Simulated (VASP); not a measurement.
# PtS2 in VASP: notebook

Runs on PtS2. Level: PBE+D3(BJ). Tasks: single point.

Program: VASP 6.6.1. These are calculated values, not measurements. Logs are shortened: lines on timing, memory, paths and dates and some standing lists are left out, and cuts for length are marked.

## 1. The cell of the first run

The cell holds a slab with vacuum, 3 atoms: a = 3.400 Å, b = 3.400 Å, c = 30.825 Å, α = 90.00°, β = 90.00°, γ = 120.00°.

## 2. Single point, PBE+D3(BJ)

INCAR

```
SYSTEM = PtS2
PREC = Accurate
ENCUT = 520
EDIFF = 1E-6
ISMEAR = 0
SIGMA = 0.02
LREAL = .FALSE.
LASPH = .TRUE.
NELM = 60
ALGO = Normal
ISIF = 2
LWAVE = .FALSE.
LCHARG = .TRUE.
LDIPOL = .TRUE.
IDIPOL = 3
DIPOL = 0.5 0.5 0.500
GGA = PE
IVDW = 12
LELF = .TRUE.
LVHAR = .TRUE.
LVACPOTAV = .TRUE.
NBANDS = 18
```

KPOINTS

```
regular mesh
0
G
  9 9 1
  0 0 0
```

POSCAR

```
PtS2
1.0
    3.4000000000      0.0000000000      0.0000000000
   -1.7000000000      2.9444863729      0.0000000000
    0.0000000000      0.0000000000     30.8254864268
S Pt
2 1
Direct
    0.6666666667      0.3333333333      0.4618173098
    0.3333333333      0.6666666667      0.5381826902
    0.0000000000      0.0000000000      0.5000000000
```

Potentials or basis: VASP PAW PBE potentials, release 64 (S, Pt).

Run with:

```console
$ cat potpaw_PBE.64/S/POTCAR potpaw_PBE.64/Pt/POTCAR > POTCAR
$ mpirun -np 1 vasp_std > vasp.out
```

OUTCAR:

```text
SYSTEM = PtS2
   PREC = Accurate
   ENCUT = 520
   EDIFF = 1E-6
   ISMEAR = 0
   LREAL = .FALSE.
   LASPH = .TRUE.
   NELM = 60
   ISIF = 2
   GGA = PE
   IVDW = 12
 IVDW          = 12

 ion  position               nearest neighbor table
   1  0.667  0.333  0.462-   3 2.29   3 2.29   3 2.29
   2  0.333  0.667  0.538-   3 2.29   3 2.29   3 2.29
   3  0.000  0.000  0.500-   1 2.29   2 2.29   1 2.29   2 2.29   1 2.29   2 2.29

  LATTYP: Found a hexagonal cell.
 ALAT       =     3.4000000000
 C/A-ratio  =     9.0663195373

  Lattice vectors:

 A1 = (   3.4000000000,   0.0000000000,   0.0000000000)
 A2 = (  -1.7000000000,   2.9444863729,   0.0000000000)
 A3 = (   0.0000000000,   0.0000000000,  30.8254864268)

Analysis of symmetry for initial positions (statically):
=====================================================================
 Subroutine PRICEL returns:
 Original cell was already a primitive cell.

 Routine SETGRP: Setting up the symmetry group for a
 hexagonal supercell.

 Subroutine GETGRP returns: Found 12 space group operations
 (whereof 12 operations were pure point group operations)
 out of a pool of 24 trial point group operations.

The static configuration has the point symmetry D_3d.

Analysis of symmetry for dynamics (positions and initial velocities):
=====================================================================
 Subroutine PRICEL returns:
 Original cell was already a primitive cell.

 Routine SETGRP: Setting up the symmetry group for a
 hexagonal supercell.

 Subroutine GETGRP returns: Found 12 space group operations
 (whereof 12 operations were pure point group operations)
 out of a pool of 24 trial point group operations.

The dynamic configuration has the point symmetry D_3d.

 Subroutine INISYM returns: Found 12 space group operations
 (whereof 12 operations are pure point group operations),
 and found     1 'primitive' translations

----------------------------------------------------------------------------------------

                                     Primitive cell

  volume of cell :     308.6018

  direct lattice vectors                    reciprocal lattice vectors
     3.400000000  0.000000000  0.000000000     0.294117647  0.169808903  0.000000000
    -1.700000000  2.944486373  0.000000000     0.000000000  0.339617805  0.000000000
     0.000000000  0.000000000 30.825486427     0.000000000  0.000000000  0.032440688

  length of vectors
     3.400000000  3.400000000 30.825486427     0.339617805  0.339617805  0.032440688

  position of ions in fractional coordinates (direct lattice)
     0.666666667  0.333333333  0.461817310
     0.333333333  0.666666667  0.538182690
     0.000000000  0.000000000  0.500000000

  ion indices of the primitive-cell ions
   primitive index   ion index
                 1           1
                 2           2
                 3           3

----------------------------------------------------------------------------------------

 KPOINTS: regular mesh

Automatic generation of k-mesh.
 Grid dimensions read from file:
 generate k-points for:    9    9    1

 Generating k-lattice:

  Cartesian coordinates                     Fractional coordinates (reciprocal lattice)
     0.032679739  0.018867656  0.000000000     0.111111111  0.000000000  0.000000000
     0.000000000  0.037735312  0.000000000     0.000000000  0.111111111  0.000000000
     0.000000000  0.000000000  0.032440688     0.000000000  0.000000000  1.000000000

  Length of vectors
     0.037735312  0.037735312  0.032440688

  Shift w.r.t. Gamma in fractional coordinates (k-lattice)
     0.000000000  0.000000000  0.000000000

 Subroutine IBZKPT returns following result:
 ===========================================

 Found     12 irreducible k-points:

 Following reciprocal coordinates:
            Coordinates               Weight
  0.000000  0.000000  0.000000      1.000000
  0.111111  0.000000  0.000000      6.000000
  0.222222  0.000000  0.000000      6.000000
  0.333333 -0.000000  0.000000      6.000000
  0.444444  0.000000  0.000000      6.000000
  0.111111  0.111111  0.000000      6.000000
  0.222222  0.111111  0.000000     12.000000
  0.333333  0.111111  0.000000     12.000000
  0.444444  0.111111  0.000000      6.000000
  0.222222  0.222222  0.000000      6.000000
  0.333333  0.222222  0.000000     12.000000
  0.333333  0.333333  0.000000      2.000000
   k-points           NKPTS =     12   k-points in BZ     NKDIM =     12   number of bands    NBANDS=     18
   number of dos      NEDOS =    301   number of ions     NIONS =      3
   total plane-waves  NPLWV = 188160
   dimension x,y,z NGX =    28 NGY =   28 NGZ =  240
   dimension x,y,z NGXF=    56 NGYF=   56 NGZF=  480
   ions per type =               2   1
   NGX,Y,Z   is equivalent  to a cutoff of  13.69, 13.69, 12.94 a.u.
   NGXF,Y,Z  is equivalent  to a cutoff of  27.38, 27.38, 25.89 a.u.
 SYSTEM =  PtS2
   PREC   = accura    normal or accurate (medium, high low for compatibility)
   ISTART =      0    job   : 0-new  1-cont  2-samecut
   ICHARG =      2    charge: 1-file 2-atom 10-const
   ISPIN  =      1    spin polarized calculation?
   LNONCOLLINEAR =      F non collinear calculations
   LSORBIT =      F    spin-orbit coupling
   LASPH  =      T    aspherical Exc in radial PAW
   ENCUT  =  520.0 eV  38.22 Ry    6.18 a.u.   6.32  6.32 57.31*2*pi/ulx,y,z
   NELM   =     60;   NELMIN=  2; NELMDL= -5     # of ELM steps
   EDIFF  = 0.1E-05   stopping-criterion for ELM
   LREAL  =      F    real-space projection
   EDIFFG = 0.1E-04   stopping-criterion for IOM
   NSW    =      0    number of steps for IOM
   IBRION =     -1    ionic relax: 0-MD 1-quasi-New 2-CG
   NFREE  =      0    steps in history (QN), initial steepest desc. (CG)
   ISIF   =      2    stress and relaxation
   ISYM   =      2    0-nonsym 1-usesym 2-fastsym
   POTIM  = 0.5000    time-step for ionic-motion
   TEBEG  =    0.0;   TEEND  =   0.0 temperature during run
   PSTRESS=    0.0 pullay stress
   NELECT =      22.0000    total number of electrons
   NUPDOWN=      -1.0000    fix difference up-down
   EMIN   =  10.00;   EMAX   =-10.00  energy-range for DOS
   EFERMI =   0.00;   METHOD = LEGACY
   ISMEAR =     0;   SIGMA  =   0.02  broadening in eV -4-tet -1-fermi 0-gaus
   EFERMI_NEDOS =   21; number of points for ismear=-14 and -15
   IALGO  =     38    algorithm
   IMIX   =      4    mixing-type and parameters
     AMIX     =   0.40;   BMIX     =  1.00
     AMIX_MAG =   1.60;   BMIX_MAG =  1.00
  volume/ion in A,a.u.               =     102.87       694.18
  Fermi-wavevector in a.u.,A,eV,Ry     =   0.678812  1.282769  6.269373  0.460786
  Thomas-Fermi vector in A             =   1.756826
   LORBIT       =      0    0 simple, 1 ext, 2 COOP (PROOUT), +10 PAW based schemes
   GGA     = PE    functional components
   LHFCALC =     F    Hartree Fock is set to
   AEXX    =    0.0000 exact exchange contribution
   IVDW    =    12    specifies the selected vdW correction
   LEPSILON=     F    determine dielectric tensor
   LRPA    =     F    only Hartree local field effects (RPA)
 non-spin polarized calculation
 Gauss-broadening in eV      SIGMA  =   0.02
  energy-cutoff  :      520.00
  volume of cell :      308.60
 maximum number of plane-waves:      8359
 NGX is ok and might be reduce to    28
   NGX = 13   NGY = 13   NGZ =115

 number of electron      21.9999998 magnetization

 dipolmoment           0.000000      0.000000     -0.000000 electrons x Angstroem

 Free energy of the ion-electron system (eV)
  ---------------------------------------------------
  ext. energy  EPLUGINS =         0.00000000
  ---------------------------------------------------
  free energy    TOTEN  =       -14.92963173 eV

  energy without entropy =      -14.92963173  energy(sigma->0) =      -14.92963173

 E-fermi :  -3.9742     XC(G=0):  -2.2043

 val. band max:       -4.1008316571   @ k =   0.1111   0.0000   0.0000
 cond. band min:      -2.0266653564   @ k =   0.2222   0.0000   0.0000
 fundamental gap:      2.0741663007
 Fermi energy:        -3.9742317491

 k-point     1 :       0.0000    0.0000    0.0000
  band No.  band energies     occupation
      1     -19.2351      2.00000
      2     -16.3131      2.00000
      3     -10.6993      2.00000
      4     -10.6993      2.00000
      5     -10.2058      2.00000
      6      -7.6206      2.00000
[... 10 lines left out ...]
     17       2.1926      0.00000
     18       2.6248      0.00000

 k-point     2 :       0.1111    0.0000    0.0000
  band No.  band energies     occupation
      1     -19.0444      2.00000
      2     -16.3792      2.00000
      3     -10.6679      2.00000
      4     -10.5796      2.00000
      5     -10.0427      2.00000
      6      -7.8860      2.00000
[... 10 lines left out ...]
     17       2.6220      0.00000
     18       2.9623      0.00000

 k-point     3 :       0.2222    0.0000    0.0000
  band No.  band energies     occupation
      1     -18.5126      2.00000
      2     -16.5409      2.00000
      3     -10.5526      2.00000
      4     -10.2918      2.00000
      5      -9.5981      2.00000
      6      -8.6745      2.00000
[... 10 lines left out ...]
     17       3.0646      0.00000
     18       3.3527      0.00000

 k-point     4 :       0.3333   -0.0000    0.0000
  band No.  band energies     occupation
      1     -17.7992      2.00000
      2     -16.6903      2.00000
      3     -10.6998      2.00000
      4     -10.0484      2.00000
      5      -9.4653      2.00000
      6      -8.8230      2.00000
[... 123 lines left out ...]
      4     -10.2604      2.00000
      5      -9.2522      2.00000
      6      -8.5889      2.00000
[... 10 lines left out ...]
     17       4.7688      0.00000
     18       4.8721      0.00000

 k-point    11 :       0.3333    0.2222    0.0000
  band No.  band energies     occupation
      1     -16.9928      2.00000
      2     -16.7698      2.00000
      3     -10.8536      2.00000
      4     -10.1950      2.00000
      5      -9.3671      2.00000
      6      -8.2591      2.00000
[... 10 lines left out ...]
     17       5.4704      0.00000
     18       5.8960      0.00000

 k-point    12 :       0.3333    0.3333    0.0000
  band No.  band energies     occupation
      1     -16.8031      2.00000
      2     -16.8031      2.00000
      3     -10.2596      2.00000
      4     -10.2461      2.00000
      5     -10.2461      2.00000
      6      -8.0137      2.00000
[... 10 lines left out ...]
     17       5.4931      0.00000
     18       5.7490      0.00000

------------------------ aborting loop because EDIFF is reached ----------------------------------------

 Edisp (eV)   -0.91070

 E8    (eV) :    -0.3917

  FORCE on cell =-STRESS in cart. coord.  units (eV):
  Direction    XX          YY          ZZ          XY          YZ          ZX
  --------------------------------------------------------------------------------------
  -------------------------------------------------------------------------------------
  Total       8.10793     8.10793     5.39311     0.00000     0.00000     0.00000
  in kB      42.09419    42.09419    27.99958     0.00000     0.00000     0.00000
  external pressure =       37.40 kB  Pullay stress =        0.00 kB

 VOLUME and BASIS-vectors are now :
 -----------------------------------------------------------------------------
  energy-cutoff  :      520.00
  volume of cell :      308.60
      direct lattice vectors                 reciprocal lattice vectors
     3.400000000  0.000000000  0.000000000     0.294117647  0.169808903  0.000000000
    -1.700000000  2.944486373  0.000000000     0.000000000  0.339617805  0.000000000
     0.000000000  0.000000000 30.825486427     0.000000000  0.000000000  0.032440688

 POSITION                                       TOTAL-FORCE (eV/Angst)
 -----------------------------------------------------------------------------------
      1.70000      0.98150     14.23574         0.000000     -0.000000     -2.306585
     -0.00000      1.96299     16.58974        -0.000000      0.000000      2.306585
      0.00000      0.00000     15.41274         0.000000      0.000000      0.000000
 -----------------------------------------------------------------------------------
    total drift:                               -0.000000      0.000000      0.000000

  FREE ENERGIE OF THE ION-ELECTRON SYSTEM (eV)
  ---------------------------------------------------
  free  energy   TOTEN  =       -15.8403336316 eV

  energy  without entropy=      -15.8403336316  energy(sigma->0) =      -15.84033363

 vacuum level on the upper side and lower side of the slab         2.180         2.180
```

Run time: 4.5 min. Hardware: 1 thread of Intel Xeon 8259CL, shared host; peak memory 0.47 GiB.

What came out:

```
Free energy                : -15.8403 eV
Largest force              : 2.307 eV/Å
Band gap on the k mesh     : 2.07 eV (least direct gap 2.17 eV)
Dispersion energy per atom : -0.304 eV
```

Forces in eV/Å, atoms in the order of the input:
```
S    0.000  0.000 -2.307
S    0.000  0.000  2.307
Pt   0.000  0.000  0.000
```

Levels at points of the mesh, in eV from the valence-band top:
| k point | band 8 | band 9 | band 10 | band 11 | band 12 | band 13 | band 14 | band 15 |
| --- | --- | --- | --- | --- | --- | --- | --- | --- |
| (0.00, 0.00, 0.00) | -0.90 | -0.79 | -0.25 | -0.25 | 3.87 | 3.87 | 5.52 | 5.58 |

Caveat: spin-orbit coupling is left out, which moves the levels of the heavy elements.

(Continued in part 2 of 2.)
